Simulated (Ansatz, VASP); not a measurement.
# One calculation of Al2Cl2F, two programs

The input INCAR:

```
  PREC = Accurate
  ENCUT = 600
  EDIFF = 1E-6
  ISMEAR = 0
  SIGMA = 0.1
  LREAL = False
  LASPH = True
  NELM = 80
  ALGO = Normal
  ISIF = 3
  LWAVE = False
  LCHARG = False
  GGA = PE
  IBRION = 2
  NSW = 90
  EDIFFG = -0.04
```

Contents of KPOINTS:

```
Automatic mesh
0
Gamma
  4 4 4
```

The input POSCAR:

```
Al2Cl2F
1.0
    4.2753473100      0.0000000000      0.0000000000
    0.0000000000      4.2753473100      0.0000000000
    0.0000000000      0.0000000000      5.7822451800
Al Cl F
2 2 1
Direct
    0.5000000000      0.5000000000      0.7335791000
    0.5000000000      0.5000000000      0.2664209000
    0.0000000000      0.5000000000      0.5000000000
    0.5000000000      0.0000000000      0.5000000000
    0.5000000000      0.5000000000      0.0000000000
```

Input for Ansatz:

```yaml
crystal:
  lattice:
    - [4.27534731, 0.0, 0.0]
    - [0.0, 4.27534731, 0.0]
    - [0.0, 0.0, 5.78224518]
  atoms:
    - { symbol: Al, position: [0.5, 0.5, 0.7335791] }
    - { symbol: Al, position: [0.5, 0.5, 0.2664209] }
    - { symbol: Cl, position: [0.0, 0.5, 0.5] }
    - { symbol: Cl, position: [0.5, 0.0, 0.5] }
    - { symbol: F, position: [0.5, 0.5, 0.0] }
basis:
  ecutwfc: 420
kpoints:
  mp_grid: { grid: [4, 4, 4] }
hamiltonian:
  xc: pbe
scf:
  occupations: { method: gaussian, width: 0.1 }
  lower_state_search: "off"
output:
  forces: true
  stress: true
  eigenvalues: true
relax:
  adjacent_minimum: "off"
  f_tol: 0.04
  max_steps: 70
  cell: { stress_tol: 0.4 }
```

Alike in both runs: task relaxation of cell and atoms; functional PBE; k mesh 4 × 4 × 4; occupations gaussian, width 0.1 eV; no spin polarisation.

|  | VASP | Ansatz |
| --- | --- | --- |
| version | VASP 6.6.1 | Ansatz 0.2.0 |
| potentials or method | VASP PAW PBE potentials, release 64 (Al, Cl, F), cutoff 600 eV | scalar-relativistic, plane waves, PAW |
| valence electrons in the cell | 27 | 27 |

|  | VASP | Ansatz | Ansatz less VASP |
| --- | --- | --- | --- |
| gap on the k mesh at the Fermi level, each at its own relaxed structure (eV) | none | none | - |
| relaxed volume (Å³/atom) | 32.21 | 32.88 | +0.668 |
| relaxed cell length with the largest relative difference (Å) | 5.076 | 5.127 | +0.0508 |

A gap of «none» marks a metal or a gap that the smearing closes.

The k mesh is coarse, so the values compare programs but aren't converged. Noted on VASP's run: the volume moved by over 15 % at a fixed basis, so the end points are rough.
